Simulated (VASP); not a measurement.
Write the native input for VASP 6.6.1 that does the following.

| Property | Result |
| --- | --- |
| Task | single point |
| Functional | PBE |
| Potentials or basis | VASP PAW PBE potentials, release 64 (Ni, Mo_sv, Pd, Ir, W_sv) |
| Cutoff | 520 eV |
| k mesh | 8 × 8 × 2 |
| Occupations | fermi-dirac, width 0.05 eV |
| Spin | collinear spin, ferromagnetic start |
| Starting moments | [1.0, 1.0, 0.0, 0.6, 0.0] μB |
| Dipole correction | no |
| Further INCAR settings | ALGO = Fast; EDIFF = 1e-06; NBANDS = 40 |

The structure of NiMoIrPdW lies in POSCAR:

```
NiMoIrPdW
1.0
    2.2967375905     -1.4021599643      0.0088750501
    2.2967375905      1.4021599643      0.0088750501
   -2.1609669558      0.0000000000     10.7007439592
Ni Mo Pd Ir W
1 1 1 1 1
Direct
    0.4983800000      0.4983800000      0.2952500000
    0.3177300000      0.3177300000      0.9120700000
    0.2473300000      0.2473300000      0.4906100000
    0.7498200000      0.7498200000      0.1080200000
    0.6867300000      0.6867300000      0.6940600000
```

This cell differs from its parent crystal: volume scaled by 0.94.

One way to write it, as run:

INCAR

```
SYSTEM = NiMoIrPdW
PREC = Accurate
ENCUT = 520
EDIFF = 1E-6
ISMEAR = -1
SIGMA = 0.05
LREAL = .False.
LASPH = .True.
NELM = 150
ALGO = Fast
ISIF = 2
LWAVE = .False.
LCHARG = .True.
ISPIN = 2
MAGMOM = 1 1 0 0.6 0
LORBIT = 11
LMAXMIX = 4
GGA = PE
LELF = .True.
LVHAR = .True.
NBANDS = 40
```

KPOINTS

```
regular mesh
0
Gamma
  8 8 2
  0 0 0
```

Potentials or basis: VASP PAW PBE potentials, release 64 (Ni, Mo_sv, Pd, Ir, W_sv).

Run with:

```bash
$ cat potpaw_PBE.64/Ni/POTCAR potpaw_PBE.64/Mo_sv/POTCAR potpaw_PBE.64/Pd/POTCAR potpaw_PBE.64/Ir/POTCAR potpaw_PBE.64/W_sv/POTCAR > POTCAR
$ mpirun -np 1 vasp_std > vasp.out
```

It gave:

```yaml
Pressure: 17.8 GPa
Largest_force: 0.514 eV/Å
Net_moment: 0.00 μB per cell
Valence_electrons_inside_the_program's_atomic_spheres: Ni 9.23; Mo 12.70; Pd 9.71; Ir 8.53; W 12.19
```

Wall time 6.9 min on 1 thread of Oxide Virtual Turin-like Processor (shared host), peak memory 0.33 GiB.
